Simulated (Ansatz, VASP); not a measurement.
## Two plane-wave programs on ZnS

Contents of INCAR:

```
SYSTEM = ZnS
ALGO = Normal
EDIFF = 1E-7
ENCUT = 520
GGA = CA
ISIF = 2
ISMEAR = 0
LASPH = .TRUE.
LCHARG = .TRUE.
LELF = .TRUE.
LREAL = .FALSE.
LVHAR = .TRUE.
LWAVE = .FALSE.
NBANDS = 16
NELM = 100
PREC = Accurate
SIGMA = 0.05
```

KPOINTS

```
k-points
0
G
  10 10 10
  0 0 0
```

The input POSCAR:

```
ZnS
1.0
    0.6592709901      3.0712380269      3.0712380269
    3.0712380269      0.6592709901      3.0712380269
    3.0712380269      3.0712380269      0.6592709901
Zn S
1 1
Direct
    0.0000000000      0.0000000000      0.0000000000
    0.7500000000      0.7500000000      0.7500000000
```

Input for Ansatz:

```yaml
crystal:
  lattice:
    - [0.6592709901, 3.0712380269, 3.0712380269]
    - [3.0712380269, 0.6592709901, 3.0712380269]
    - [3.0712380269, 3.0712380269, 0.6592709901]
  atoms:
    - { symbol: Zn, position: [0.0, 0.0, 0.0] }
    - { symbol: S, position: [0.75, 0.75, 0.75] }
basis:
  ecutwfc: 420
kpoints:
  mp_grid: { grid: [10, 10, 10] }
hamiltonian:
  xc: lda
scf:
  occupations: { method: gaussian, width: 0.05 }
output:
  forces: true
  stress: true
  eigenvalues: true
```

Alike in both runs: task single point; functional LDA; k mesh 10 × 10 × 10; occupations gaussian, width 0.05 eV; no spin polarisation.

```csv
,VASP,Ansatz
version,VASP 6.6.1,Ansatz 0.2.0
potentials or method,"VASP PAW LDA potentials, release 64 (Zn, S), cutoff 520 eV","scalar-relativistic, plane waves, PAW"
valence electrons in the cell,18,18
```

Ansatz gave:

```
gap on the k mesh at the Fermi level (eV)                     : none
pressure (GPa)                                                : 5.8
traceless stress, the component that is largest in VASP (GPa) : -9.69
rms of the force components (eV/Å)                            : 0.078
```

**Question.** Which values does VASP return?

**Answer.** gap on the k mesh at the Fermi level (eV): none; pressure (GPa): 6.1; traceless stress, the component that is largest in VASP (GPa): -9.77; rms of the force components (eV/Å): 0.093.

LDA's correlation is that of Perdew and Zunger in VASP and of Perdew and Wang (1992) in Ansatz. Atom by atom the forces differ by 0.015 eV/Å (rms over components). A gap of «none» marks a metal or a gap that the smearing closes.
